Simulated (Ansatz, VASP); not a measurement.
**AlCo in VASP and in Ansatz**

INCAR

```
  PREC = Accurate
  ENCUT = 520
  EDIFF = 1E-6
  ISMEAR = 0
  SIGMA = 0.15
  LREAL = F
  LASPH = T
  NELM = 60
  ALGO = Fast
  ISIF = 2
  LWAVE = F
  LCHARG = F
  GGA = PS
  NBANDS = 13
```

KPOINTS

```
Automatic mesh
0
Gamma
  16 16 16
```

File POSCAR:

```
AlCo
1.0
    2.7348211137      0.0000000000      0.0000000000
    0.0000000000      2.7348211137      0.0000000000
    0.0000000000      0.0000000000      2.8194032100
Al Co
1 1
Direct
    0.0000000000      0.0000000000      0.0000000000
    0.5000000000      0.5000000000      0.5000000000
```

Input for Ansatz:

```yaml
crystal:
  lattice:
    - [2.7348211137, 0.0, 0.0]
    - [0.0, 2.7348211137, 0.0]
    - [0.0, 0.0, 2.81940321]
  atoms:
    - { symbol: Al, position: [0.0, 0.0, 0.0] }
    - { symbol: Co, position: [0.5, 0.5, 0.5] }
basis:
  ecutwfc: 420
kpoints:
  mp_grid: { grid: [16, 16, 16] }
hamiltonian:
  xc: pbesol
scf:
  occupations: { method: gaussian, width: 0.15 }
output:
  forces: true
  stress: true
  eigenvalues: true
```

Change from the starting cell: strain -0.030 along x and y, +0.000 along z, atoms carried along.

Alike in both runs: task single point; functional PBEsol; k mesh 16 × 16 × 16; occupations gaussian, width 0.15 eV; no spin polarisation.

|  | VASP | Ansatz |
| --- | --- | --- |
| version | VASP 6.6.1 | Ansatz 0.2.0 |
| potentials or method | VASP PAW PBE potentials, release 64 (Al, Co), cutoff 520 eV | scalar-relativistic, plane waves, PAW |
| valence electrons in the cell | 12 | 20 |

|  | VASP | Ansatz | Ansatz less VASP |
| --- | --- | --- | --- |
| gap on the k mesh at the Fermi level (eV) | none | none | - |
| pressure (GPa) | 14.0 | 14.5 | +0.54 |
| traceless stress, the component that is largest in VASP (GPa) | -3.73 | -3.73 | -0.007 |

VASP's potentials were made for PBE, not for PBEsol. A gap of «none» marks a metal or a gap that the smearing closes. VASP's potentials hold 12 valence electrons a cell and Ansatz's 20, so a difference there can come from the potentials and not from the codes.
